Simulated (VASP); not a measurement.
# Na4TmSb (F-43m) in VASP: notebook

Na4TmSb is run at these levels: PBE; tasks: single point, relaxation of cell and atoms.

Everything below comes from runs of VASP 6.6.1. Logs are shortened: lines on timing, memory, paths and dates and some standing lists are left out, and cuts for length are marked.

### 1 The cell of the first run

Symmetry: F-43m, No. 216, cubic system. The conventional cell has a = 8.861 Å, b = 8.861 Å, c = 8.861 Å, α = 90.00°, β = 90.00°, γ = 90.00°. Within 4.1 Å of Na (site symmetry 3m) lie 6 Na at 3.13 to 3.14 Å and 3 Sb at 3.67 Å and 3 Tm at 3.67 Å. Tm (site symmetry -43m) has 12 Na at 3.67 Å and 4 Sb at 3.84 Å within 4.8 Å. Within 4.8 Å of Sb (site symmetry -43m) lie 12 Na at 3.67 Å and 4 Tm at 3.84 Å.

### 2 Single point, PBE

INCAR reads:

```
SYSTEM = Na4TmSb
PREC     = Accurate       ! precision mode
ENCUT    = 500            ! plane-wave cutoff, eV
EDIFF    = 1E-6           ! SCF threshold, eV
ISMEAR   = 0              ! smearing method
SIGMA    = 0.1            ! smearing width, eV
LREAL    = .FALSE.        ! projectors in reciprocal space
LASPH    = .TRUE.         ! aspherical terms in the spheres
NELM     = 200            ! most SCF steps
ALGO     = Normal         ! electronic algorithm
ISIF     = 2              ! what is computed and relaxed
LWAVE    = .FALSE.        ! write WAVECAR
LCHARG   = .TRUE.         ! write CHGCAR
GGA      = PE             ! functional
LELF     = .TRUE.         ! ELF
LVHAR    = .TRUE.       
NBANDS   = 30             ! bands
GGA_COMPAT= .FALSE.      
LMAXMIX  = 6              ! l up to which the mixer works
```

KPOINTS reads:

```
regular mesh
0
G
  8 8 8
  0 0 0
```

POSCAR reads:

```
Na4TmSb
1.0
    0.0000000000      4.4304922474      4.4304922474
    4.4304922474      0.0000000000      4.4304922474
    4.4304922474      4.4304922474      0.0000000000
Na Tm Sb
4 1 1
Direct
    0.8743747677      0.3752084108      0.3752084108
    0.3752084108      0.3752084108      0.3752084108
    0.3752084108      0.8743747677      0.3752084108
    0.3752084108      0.3752084108      0.8743747677
    0.0000000000      0.0000000000      0.0000000000
    0.7500000000      0.7500000000      0.7500000000
```

Potentials or basis: VASP PAW PBE potentials, release 64 (Na_pv, Tm_3, Sb), 4f in core.

Started as:

```sh
cat potpaw_PBE.64/Na_pv/POTCAR potpaw_PBE.64/Tm_3/POTCAR potpaw_PBE.64/Sb/POTCAR > POTCAR
mpirun -np 1 vasp_std > vasp.out
```

OUTCAR:

```text
SYSTEM = Na4TmSb
   PREC = Accurate
   ENCUT = 500
   EDIFF = 1E-6
   ISMEAR = 0
   LREAL = .FALSE.
   LASPH = .TRUE.
   NELM = 200
   ISIF = 2
   GGA = PE

 ion  position               nearest neighbor table
   1  0.874  0.375  0.375-
   2  0.375  0.375  0.375-
   3  0.375  0.874  0.375-
   4  0.375  0.375  0.874-
   5  0.000  0.000  0.000-
   6  0.750  0.750  0.750-

  LATTYP: Found a face centered cubic cell.
 ALAT       =     8.8609844948

  Lattice vectors:

 A1 = (   0.0000000000,   4.4304922474,   4.4304922474)
 A2 = (   4.4304922474,   0.0000000000,   4.4304922474)
 A3 = (   4.4304922474,   4.4304922474,   0.0000000000)

Analysis of symmetry for initial positions (statically):
=====================================================================
 Subroutine PRICEL returns:
 Original cell was already a primitive cell.

 Routine SETGRP: Setting up the symmetry group for a
 face centered cubic supercell.

 Subroutine GETGRP returns: Found 24 space group operations
 (whereof 24 operations were pure point group operations)
 out of a pool of 48 trial point group operations.

The static configuration has the point symmetry T_d .

Analysis of symmetry for dynamics (positions and initial velocities):
=====================================================================
 Subroutine PRICEL returns:
 Original cell was already a primitive cell.

 Routine SETGRP: Setting up the symmetry group for a
 face centered cubic supercell.

 Subroutine GETGRP returns: Found 24 space group operations
 (whereof 24 operations were pure point group operations)
 out of a pool of 48 trial point group operations.

The dynamic configuration has the point symmetry T_d .

 Subroutine INISYM returns: Found 24 space group operations
 (whereof 24 operations are pure point group operations),
 and found     1 'primitive' translations

----------------------------------------------------------------------------------------

                                     Primitive cell

  volume of cell :     173.9346

  direct lattice vectors                    reciprocal lattice vectors
     0.000000000  4.430492247  4.430492247    -0.112854277  0.112854277  0.112854277
     4.430492247  0.000000000  4.430492247     0.112854277 -0.112854277  0.112854277
     4.430492247  4.430492247  0.000000000     0.112854277  0.112854277 -0.112854277

  length of vectors
     6.265662224  6.265662224  6.265662224     0.195469342  0.195469342  0.195469342

  position of ions in fractional coordinates (direct lattice)
     0.874374768  0.375208411  0.375208411
     0.375208411  0.375208411  0.375208411
     0.375208411  0.874374768  0.375208411
     0.375208411  0.375208411  0.874374768
     0.000000000  0.000000000  0.000000000
     0.750000000  0.750000000  0.750000000

  ion indices of the primitive-cell ions
   primitive index   ion index
                 1           1
                 2           2
                 3           3
                 4           4
                 5           5
                 6           6

----------------------------------------------------------------------------------------

 KPOINTS: regular mesh

Automatic generation of k-mesh.
 Grid dimensions read from file:
 generate k-points for:    8    8    8

 Generating k-lattice:

  Cartesian coordinates                     Fractional coordinates (reciprocal lattice)
    -0.014106785  0.014106785  0.014106785     0.125000000  0.000000000  0.000000000
     0.014106785 -0.014106785  0.014106785     0.000000000  0.125000000  0.000000000
     0.014106785  0.014106785 -0.014106785     0.000000000  0.000000000  0.125000000

  Length of vectors
     0.024433668  0.024433668  0.024433668

  Shift w.r.t. Gamma in fractional coordinates (k-lattice)
     0.000000000  0.000000000  0.000000000

 Subroutine IBZKPT returns following result:
 ===========================================

 Found     29 irreducible k-points:

 Following reciprocal coordinates:
            Coordinates               Weight
  0.000000  0.000000  0.000000      1.000000
  0.125000  0.000000  0.000000      8.000000
  0.250000  0.000000  0.000000      8.000000
  0.375000  0.000000  0.000000      8.000000
  0.500000  0.000000  0.000000      4.000000
  0.125000  0.125000  0.000000      6.000000
[... 16 lines left out ...]
  0.500000  0.250000  0.125000     48.000000
 -0.375000  0.250000  0.125000     24.000000
 [... further k-points ...]
   k-points           NKPTS =     29   k-points in BZ     NKDIM =     29   number of bands    NBANDS=     30
   number of dos      NEDOS =    301   number of ions     NIONS =      6
   total plane-waves  NPLWV = 110592
   dimension x,y,z NGX =    48 NGY =   48 NGZ =   48
   dimension x,y,z NGXF=    96 NGYF=   96 NGZF=   96
   ions per type =               4   1   1
   NGX,Y,Z   is equivalent  to a cutoff of  12.74, 12.74, 12.74 a.u.
   NGXF,Y,Z  is equivalent  to a cutoff of  25.47, 25.47, 25.47 a.u.
 SYSTEM =  Na4TmSb
   PREC   = accura    normal or accurate (medium, high low for compatibility)
   ISTART =      0    job   : 0-new  1-cont  2-samecut
   ICHARG =      2    charge: 1-file 2-atom 10-const
   ISPIN  =      1    spin polarized calculation?
   LNONCOLLINEAR =      F non collinear calculations
   LSORBIT =      F    spin-orbit coupling
   LASPH  =      T    aspherical Exc in radial PAW
   ENCUT  =  500.0 eV  36.75 Ry    6.06 a.u.  11.42 11.42 11.42*2*pi/ulx,y,z
   NELM   =    200;   NELMIN=  2; NELMDL= -5     # of ELM steps
   EDIFF  = 0.1E-05   stopping-criterion for ELM
   LREAL  =      F    real-space projection
   EDIFFG = 0.1E-04   stopping-criterion for IOM
   NSW    =      0    number of steps for IOM
   IBRION =     -1    ionic relax: 0-MD 1-quasi-New 2-CG
   NFREE  =      0    steps in history (QN), initial steepest desc. (CG)
   ISIF   =      2    stress and relaxation
   ISYM   =      2    0-nonsym 1-usesym 2-fastsym
   POTIM  = 0.5000    time-step for ionic-motion
   TEBEG  =    0.0;   TEEND  =   0.0 temperature during run
   PSTRESS=    0.0 pullay stress
   NELECT =      42.0000    total number of electrons
   NUPDOWN=      -1.0000    fix difference up-down
   EMIN   =  10.00;   EMAX   =-10.00  energy-range for DOS
   EFERMI =   0.00;   METHOD = LEGACY
   ISMEAR =     0;   SIGMA  =   0.10  broadening in eV -4-tet -1-fermi 0-gaus
   EFERMI_NEDOS =   21; number of points for ismear=-14 and -15
   IALGO  =     38    algorithm
   IMIX   =      4    mixing-type and parameters
     AMIX     =   0.40;   BMIX     =  1.00
     AMIX_MAG =   1.60;   BMIX_MAG =  1.00
  volume/ion in A,a.u.               =      28.99       195.63
  Fermi-wavevector in a.u.,A,eV,Ry     =   1.019442  1.926466 14.140024  1.039262
  Thomas-Fermi vector in A             =   2.152956
   LORBIT       =      0    0 simple, 1 ext, 2 COOP (PROOUT), +10 PAW based schemes
   GGA     = PE    functional components
   LHFCALC =     F    Hartree Fock is set to
   AEXX    =    0.0000 exact exchange contribution
   IVDW    =     0    specifies the selected vdW correction
   LEPSILON=     F    determine dielectric tensor
   LRPA    =     F    only Hartree local field effects (RPA)
 non-spin polarized calculation
 Gauss-broadening in eV      SIGMA  =   0.10
  energy-cutoff  :      500.00
  volume of cell :      173.93
 maximum number of plane-waves:      4477
 NGX is ok and might be reduce to    48
   NGX = 23   NGY = 23   NGZ = 23

 number of electron      42.0000038 magnetization

 Free energy of the ion-electron system (eV)
  ---------------------------------------------------
  ext. energy  EPLUGINS =         0.00000000
  ---------------------------------------------------
  free energy    TOTEN  =       -13.00782182 eV

  energy without entropy =      -12.99656499  energy(sigma->0) =      -13.00219341

 E-fermi :   2.6983     XC(G=0):  -8.1965

 val. band max:        2.6914846989   @ k =   0.2500   0.1250   0.0000
 cond. band min:       2.7377959160   @ k =   0.3750   0.0000   0.0000
 fundamental gap:      0.0463112171
 Fermi energy:         2.6983199395

 k-point     1 :       0.0000    0.0000    0.0000
  band No.  band energies     occupation
      1     -24.5220      2.00000
      2     -24.5220      2.00000
      3     -24.5220      2.00000
      4     -22.2518      2.00000
      5     -22.1454      2.00000
      6     -22.1454      2.00000
[... 22 lines left out ...]
     29       4.3074      0.00000
     30       5.2966      0.00000

 k-point     2 :       0.1250    0.0000    0.0000
  band No.  band energies     occupation
      1     -24.5220      2.00000
      2     -24.5220      2.00000
      3     -24.5220      2.00000
      4     -22.2477      2.00000
      5     -22.1451      2.00000
      6     -22.1437      2.00000
[... 22 lines left out ...]
     29       4.9041      0.00000
     30       5.6437      0.00000

 k-point     3 :       0.2500    0.0000    0.0000
  band No.  band energies     occupation
      1     -24.5221      2.00000
      2     -24.5221      2.00000
      3     -24.5220      2.00000
      4     -22.2368      2.00000
      5     -22.1439      2.00000
      6     -22.1394      2.00000
[... 22 lines left out ...]
     29       5.3345      0.00000
     30       6.5168      0.00000

 k-point     4 :       0.3750    0.0000    0.0000
  band No.  band energies     occupation
      1     -24.5221      2.00000
      2     -24.5221      2.00000
      3     -24.5221      2.00000
      4     -22.2243      2.00000
      5     -22.1414      2.00000
      6     -22.1351      2.00000
[... 616 lines left out ...]
     29       5.9022      0.00000
     30       6.4601      0.00000

 k-point    23 :       0.5000    0.2500    0.1250
  band No.  band energies     occupation
      1     -24.5222      2.00000
      2     -24.5221      2.00000
      3     -24.5220      2.00000
      4     -22.2139      2.00000
      5     -22.1538      2.00000
      6     -22.1284      2.00000
[... 22 lines left out ...]
     29       5.6822      0.00000
     30       6.7617      0.00000

 k-point    24 :      -0.3750    0.2500    0.1250
  band No.  band energies     occupation
      1     -24.5223      2.00000
      2     -24.5221      2.00000
      3     -24.5220      2.00000
      4     -22.2074      2.00000
      5     -22.1561      2.00000
      6     -22.1264      2.00000
[... 22 lines left out ...]
     29       5.7421      0.00000
     30       6.8047      0.00000

 [... further k-points ...]

------------------------ aborting loop because EDIFF is reached ----------------------------------------

  FORCE on cell =-STRESS in cart. coord.  units (eV):
  Direction    XX          YY          ZZ          XY          YZ          ZX
  --------------------------------------------------------------------------------------
  -------------------------------------------------------------------------------------
  Total        0.0365737      0.0365737      0.0365737      0.0000000      0.0000000      0.0000000
  in kB        0.3368942      0.3368942      0.3368942      0.0000000      0.0000000      0.0000000
  external PRESSURE =       0.3368942 kB  Pullay stress =       0.0000000 kB

 VOLUME and BASIS-vectors are now :
 -----------------------------------------------------------------------------
  energy-cutoff  :      500.00
  volume of cell :      173.93
      direct lattice vectors                 reciprocal lattice vectors
     0.000000000  4.430492247  4.430492247    -0.112854277  0.112854277  0.112854277
     4.430492247  0.000000000  4.430492247     0.112854277 -0.112854277  0.112854277
     4.430492247  4.430492247  0.000000000     0.112854277  0.112854277 -0.112854277

 POSITION                                       TOTAL-FORCE (eV/Angst)
 -----------------------------------------------------------------------------------
      3.32472      5.53627      5.53627        -0.004758      0.004758      0.004758
      3.32472      3.32472      3.32472        -0.004758     -0.004758     -0.004758
      5.53627      3.32472      5.53627         0.004758     -0.004758      0.004758
      5.53627      5.53627      3.32472         0.004758      0.004758     -0.004758
      0.00000      0.00000      0.00000        -0.000000     -0.000000     -0.000000
      6.64574      6.64574      6.64574        -0.000000     -0.000000     -0.000000
 -----------------------------------------------------------------------------------
    total drift:                               -0.000000     -0.000000     -0.000000

  FREE ENERGIE OF THE ION-ELECTRON SYSTEM (eV)
  ---------------------------------------------------
  free  energy   TOTEN  =       -13.0078218240 eV

  energy  without entropy=      -12.9965649863  energy(sigma->0) =      -13.00219341
```

Wall time 90 s (1 thread of Intel Xeon 6975P-C (Granite Rapids), shared host); peak memory 0.39 GiB.

Results:

```yaml
Free_energy: -13.0078 eV
Pressure: 0.0 GPa
Largest_force: 0.008 eV/Å
Band_gap_on_the_k_mesh: zero (bands 21 and 22 overlap by 0.61 eV)
```

Forces in eV/Å, atoms in the order of the input:
```
Na  -0.005  0.005  0.005
Na  -0.005 -0.005 -0.005
Na   0.005 -0.005  0.005
Na   0.005  0.005 -0.005
Tm   0.000  0.000  0.000
Sb   0.000  0.000  0.000
```

Levels at points of the mesh, in eV from the Fermi level:
| k point | band 17 | band 18 | band 19 | band 20 | band 21 | band 22 | band 23 | band 24 | band 25 | band 26 |
| --- | --- | --- | --- | --- | --- | --- | --- | --- | --- | --- |
| (0.00, 0.00, 0.00) | -2.87 | -1.97 | -1.97 | -1.97 | 0.41 | 0.41 | 1.18 | 1.18 | 1.18 | 1.27 |
| (0.50, 0.00, 0.00) | -3.78 | -2.00 | -2.00 | -1.52 | -0.03 | 0.21 | 0.21 | 0.77 | 0.77 | 1.76 |
| (0.50, 0.50, 0.00) | -3.66 | -2.24 | -2.24 | -1.68 | -1.09 | 0.73 | 0.73 | 0.82 | 1.57 | 1.82 |

Caveat: spin-orbit coupling is left out, which moves the levels of the heavy elements; the 4f electrons are frozen in the core, so they carry no moment and show no levels.

### 3 Single point, PBE

INCAR reads:

```
SYSTEM = Na4TmSb
PREC = Accurate
ENCUT = 500
EDIFF = 1E-6
ISMEAR = -5
SIGMA = 0.1
LREAL = .False.
LASPH = .True.
NELM = 200
ALGO = Normal
ISIF = 2
LWAVE = .False.
LCHARG = .True.
GGA = PE
LELF = .True.
LVHAR = .True.
NBANDS = 30
GGA_COMPAT = .False.
LMAXMIX = 6
```

KPOINTS reads:

```
regular mesh
0
Gamma
  8 8 8
  0 0 0
```

POSCAR is that of step 2.

Potentials or basis: VASP PAW PBE potentials, release 64 (Na_pv, Tm_3, Sb), 4f in core.

Started as:

```sh
cat potpaw_PBE.64/Na_pv/POTCAR potpaw_PBE.64/Tm_3/POTCAR potpaw_PBE.64/Sb/POTCAR > POTCAR
mpirun -np 1 vasp_std > vasp.out
```

Wall time 1.8 min (1 thread of Intel Xeon 6975P-C (Granite Rapids), shared host); peak memory 0.39 GiB.

Results (log left out):

* Free energy: -12.9986 eV
* Pressure: 0.1 GPa
* Largest force: 0.016 eV/Å
* Band gap on the k mesh: zero (bands 21 and 22 overlap by 0.61 eV)

Forces on the atoms (eV/Å):
```
Na  -0.009  0.009  0.009
Na  -0.009 -0.009 -0.009
Na   0.009 -0.009  0.009
Na   0.009  0.009 -0.009
Tm   0.000  0.000  0.000
Sb   0.000  0.000  0.000
```

Levels at points of the mesh, in eV from the Fermi level:
```csv
k point,band 18,band 19,band 20,band 21,band 22,band 23,band 24,band 25
"(0.00, 0.00, 0.00)",-1.98,-1.98,-1.98,0.41,0.41,1.18,1.18,1.18
"(0.50, 0.00, 0.00)",-2.01,-2.01,-1.53,-0.03,0.21,0.21,0.76,0.76
"(0.50, 0.50, 0.00)",-2.24,-2.24,-1.68,-1.10,0.72,0.72,0.82,1.56
```

Caveat: spin-orbit coupling is left out, which moves the levels of the heavy elements; the 4f electrons are frozen in the core, so they carry no moment and show no levels; tetrahedron occupations give inexact forces and stress in metals.

(Part 1 of 2 ends here.)
